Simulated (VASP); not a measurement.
## KAsH6: relaxation of cell and atoms with PBEsol

KAsH6:

```
K As H
1.0
     3.70123    2.13691    2.38243
    -3.70123    2.13691    2.38243
     0.00000   -4.27382    2.38243
K As H
1 1 6
Cartesian
  0.0000 0.0000 3.5736
  0.0000 0.0000 0.0000
  2.3989 1.3850 3.6299
  -2.3989 1.3850 3.6299
  0.0000 -2.7700 3.6299
  -2.3989 -1.3850 3.5174
  2.3989 -1.3850 3.5174
  0.0000 2.7700 3.5174
```

```yaml
Program: VASP 6.6.1
Task: relaxation of cell and atoms
Functional: PBEsol
Potentials_or_basis: VASP PAW PBE potentials, release 64 (K_sv, As, H)
Cutoff: 600 eV
k_mesh: 4 × 4 × 4
Occupations: fermi-dirac, width 0.03 eV
Spin: no spin polarisation
Dipole_correction: no
Further_INCAR_settings: ALGO = Normal; EDIFF = 1e-06; IBRION = 2; EDIFFG = -0.01; NSW = 100; ISIF = 3
```

```json
{"Relaxed volume": "11.44 Å³/atom", "Relaxed cell": "a = 4.570 Å, b = 4.570 Å, c = 4.570 Å, α = 98.98°, β = 98.98°, γ = 98.98°", "Space group after relaxing (to 0.1 Å)": "R-3m (No. 166)", "Energy gained by relaxing": "289.4 meV/atom", "Ionic steps": "9", "Pressure after relaxing": "-0.1 GPa", "Largest force after relaxing": "0.008 eV/Å", "Band gap on the k mesh": "0.26 eV (least direct gap 0.66 eV)"}
```

Forces on the atoms (eV/Å):
```
K    0.000  0.000  0.000
As   0.000  0.000  0.000
H   -0.001 -0.001 -0.008
H    0.001 -0.001 -0.008
H    0.000  0.001 -0.008
H    0.001  0.001  0.008
H   -0.001  0.001  0.008
H    0.000 -0.001  0.008
```

Step by step:
```tsv
step	energy change (eV)	largest force (eV/Å)	pressure (GPa)	volume (Å³)
1	0.0000	1.5579	-10.62	113.06
2	-1.5977	1.2025	-7.55	98.37
3	-2.2387	0.2031	0.83	85.80
4	-2.2383	0.2467	0.32	86.30
5	-2.2602	0.1967	0.40	86.86
6	-2.3001	0.0897	0.81	88.52
7	-2.2627	0.4725	2.30	91.83
8	-2.3047	0.1673	1.23	89.42
9	-2.3152	0.0082	-0.07	91.52
```

Final structure:
```
CELL_PARAMETERS angstrom
3.47484 2.00620 2.18815
-3.47484 2.00620 2.18815
0.00000 -4.01240 2.18815
ATOMIC_POSITIONS crystal
K 0.50000 0.50000 0.50000
As 0.00000 0.00000 0.00000
H 0.92574 0.25584 0.25584
H 0.25584 0.92574 0.25584
H 0.25584 0.25584 0.92574
H 0.07426 0.74416 0.74416
H 0.74416 0.07426 0.74416
H 0.74416 0.74416 0.07426
```

Levels at points of the mesh, in eV from the valence-band top:
```tsv
k point	band 8	band 9	band 10	band 11	band 12	band 13
(0.00, 0.00, 0.00)	-4.37	-0.41	-0.41	0.26	5.31	5.31
(0.50, 0.00, 0.00)	-4.33	-0.09	-0.05	2.87	4.46	4.72
(0.50, 0.50, 0.00)	-4.16	-1.50	-0.03	3.14	5.33	5.50
(0.50, 0.50, 0.50)	-4.96	-1.37	-1.37	4.48	5.83	6.95
```

Wall time 6.6 min on 1 thread of AMD EPYC 7571 (shared host), peak memory 0.23 GiB.

Caveat: the volume moved by over 15 % at a fixed basis, so the end points are rough; the PAW data sets were made with another functional, which shifts forces and pressure a little. A k mesh can miss the band edges.
